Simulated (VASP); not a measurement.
Here is a VASP 6.6.1 calculation.

Contents of INCAR:

```
ALGO = Normal
EDIFF = 1E-6
ENCUT = 520
GGA = PE
ISIF = 2
ISMEAR = 0
LASPH = True
LCHARG = False
LREAL = False
LWAVE = False
NBANDS = 41
NELM = 100
PREC = Accurate
SIGMA = 0.02
```

The input KPOINTS:

```
k-points
0
Gamma
  12 12 2
```

POSCAR

```
Mg5CdSe6
1.0
    3.9236653929      0.0000000000      0.0000000000
   -1.9618326964      3.3979939062      0.0000000000
    0.0000000000      0.0000000000     19.2384152000
Mg Cd Se
5 1 6
Direct
    0.3333333333      0.6666666667      0.8293230000
    0.6666666667      0.3333333333      0.6646540000
    0.0000000000      0.0000000000      0.5000000000
    0.3333333333      0.6666666667      0.3353460000
    0.6666666667      0.3333333333      0.1706770000
    0.0000000000      0.0000000000      0.0000000000
    0.0000000000      0.0000000000      0.7469140000
    0.3333333333      0.6666666667      0.5823130000
    0.6666666667      0.3333333333      0.4176870000
    0.0000000000      0.0000000000      0.2530860000
    0.3333333333      0.6666666667      0.0890590000
    0.6666666667      0.3333333333      0.9109410000
```

Potentials or basis: VASP PAW PBE potentials, release 64 (Mg, Cd, Se).

The run is started by

```console
$ cat potpaw_PBE.64/Mg/POTCAR potpaw_PBE.64/Cd/POTCAR potpaw_PBE.64/Se/POTCAR > POTCAR
$ mpirun -np 1 vasp_std > vasp.out
```

Problem. What does it give for the pressure?

Solution. 0.0 GPa.

Problem. Estimate the band gap on the k mesh.

Solution. 1.09 eV (least direct gap 1.52 eV).

Problem. Estimate the largest force.

Solution. 0.041 eV/Å.

Forces in eV/Å, atoms in the order of the input:
```
Mg   0.000  0.000 -0.001
Mg   0.000  0.000  0.000
Mg   0.000  0.000  0.000
Mg   0.000  0.000  0.000
Mg   0.000  0.000  0.001
Cd   0.000  0.000  0.000
Se   0.000  0.000  0.000
Se   0.000  0.000  0.000
Se   0.000  0.000  0.000
Se   0.000  0.000  0.000
Se   0.000  0.000  0.041
Se   0.000  0.000 -0.041
```

A k mesh can miss the band edges.
